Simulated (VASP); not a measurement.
Set up this calculation in VASP 6.6.1, as the native input.

```
Task                   : single point
Functional             : PBEsol
Potentials or basis    : VASP PAW PBE potentials, release 64 (Ni_sv_GW)
Cutoff                 : 590 eV
k mesh                 : 11 × 11 × 11
Occupations            : fermi-dirac, width 0.05 eV
Spin                   : collinear spin, ferromagnetic start
Starting moments       : [1.0] μB
Dipole correction      : no
Second run             : valence_matched
Further INCAR settings : ALGO = Normal; EDIFF = 1e-06; NBANDS = 19
```

The structure of Ni lies in POSCAR:

```
Ni
1.0
    0.0000000000      1.7375729330      1.6680700157
    1.7375729330      0.0000000000      1.6680700157
    1.7375729330      1.7375729330      0.0000000000
Ni
1
Direct
    0.0000000000      0.0000000000      0.0000000000
```

The input as run:

INCAR

```
SYSTEM = Ni
PREC = Accurate ; ENCUT = 590
EDIFF = 1E-6 ; ISMEAR = -1
SIGMA = 0.05 ; LREAL = .FALSE.
LASPH = .TRUE. ; NELM = 200
ALGO = Normal ; ISIF = 2
LWAVE = .FALSE. ; LCHARG = .FALSE.
ISPIN = 2 ; MAGMOM = 1
LORBIT = 11 ; LMAXMIX = 4
GGA = PS ; NBANDS = 19
GGA_COMPAT = .FALSE.
```

KPOINTS

```
Automatic mesh
0
G
  11 11 11
  0 0 0
```

Potentials or basis: VASP PAW PBE potentials, release 64 (Ni_sv_GW).

Launch:

```bash
$ cat potpaw_PBE.64/Ni_sv_GW/POTCAR > POTCAR
$ mpirun -np 1 vasp_std > vasp.out
```

Results of the run:

```json
{"Pressure": "3.1 GPa", "Net moment": "0.57 μB per cell", "Site moments": "Ni +0.61 μB", "Valence electrons inside the program's atomic spheres": "Ni 16.43"}
```

Caveat: the PAW data sets were made with another functional, which shifts forces and pressure a little.

Wall time 65 s on 1 thread of AMD EPYC 7R43 64-Core Processor (Zen 3), with other jobs on the host, peak memory 0.14 GiB.
